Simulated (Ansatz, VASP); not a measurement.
Sb in VASP and in Ansatz

INCAR

```
SYSTEM = Sb
PREC = Accurate
ENCUT = 520
EDIFF = 1E-7
ISMEAR = -1
SIGMA = 0.05
LREAL = .FALSE.
LASPH = .TRUE.
NELM = 60
ALGO = Normal
ISIF = 2
LWAVE = .FALSE.
LCHARG = .FALSE.
GGA = PE
NBANDS = 12
```

Contents of KPOINTS:

```
regular mesh
0
G
  9 9 9
  0 0 0
```

POSCAR

```
Sb
1.0
    2.1936123386      1.2664826742      3.7440000000
   -2.1936123386      1.2664826742      3.7440000000
    0.0000000000     -2.5329653483      3.7440000000
Sb
2
Direct
    0.2336400000      0.2336400000      0.2336400000
    0.7663600000      0.7663600000      0.7663600000
```

Input for Ansatz:

```yaml
crystal:
  lattice:
    - [2.1936123386, 1.2664826742, 3.744]
    - [-2.1936123386, 1.2664826742, 3.744]
    - [0.0, -2.5329653483, 3.744]
  atoms:
    - { symbol: Sb, position: [0.23364, 0.23364, 0.23364] }
    - { symbol: Sb, position: [0.76636, 0.76636, 0.76636] }
kpoints:
  mp_grid: { grid: [9, 9, 9] }
  band_path:
    path:
      - [0.0, 0.0, 0.0]
      - [0.5, 0.5, 0.5]
      - [0.7570489629, 0.2429510371, 0.5]
      - [0.5, -0.2429510371, 0.2429510371]
      - [0.5, 0.0, 0.0]
      - [0.0, 0.0, 0.0]
      - [0.3714755186, -0.3714755186, 0.0]
      - [0.6285244814, 0.0, 0.3714755186]
      - [0.5, 0.0, 0.5]
    npoints: 5
scf:
  occupations: { method: fermi_dirac, width: 0.05 }
hamiltonian:
  xc: pbe
  pseudopotentials: { kind: all_electron, lapw: { basis_error: 0.0005 } }
output:
  forces: true
  stress: true
  eigenvalues: true
```

Change from the starting cell: equal xx and yy strain of +2 %.

Alike in both runs: task single point; functional PBE; k mesh 9 × 9 × 9; occupations fermi-dirac, width 0.05 eV; no spin polarisation.

|  | VASP | Ansatz |
| --- | --- | --- |
| version | VASP 6.6.1 | Ansatz 0.2.0 |
| potentials or method | VASP PAW PBE potentials, release 64 (Sb), cutoff 520 eV | all-electron LAPW, scalar-relativistic |

VASP gave:

* pressure (GPa): 0.7
* traceless stress, the component that is largest in VASP (GPa): 0.46
* rms of the force components (eV/Å): 0.039

**Question.** Estimate Ansatz's values.

**Answer.** Pressure (GPa): 0.7; traceless stress, the component that is largest in VASP (GPa): 0.49; rms of the force components (eV/Å): 0.019.

Atom by atom the forces differ by 0.020 eV/Å (rms over components). Ansatz ran all-electron here, and VASP with PAW potentials.

Neither program's run includes spin-orbit coupling.
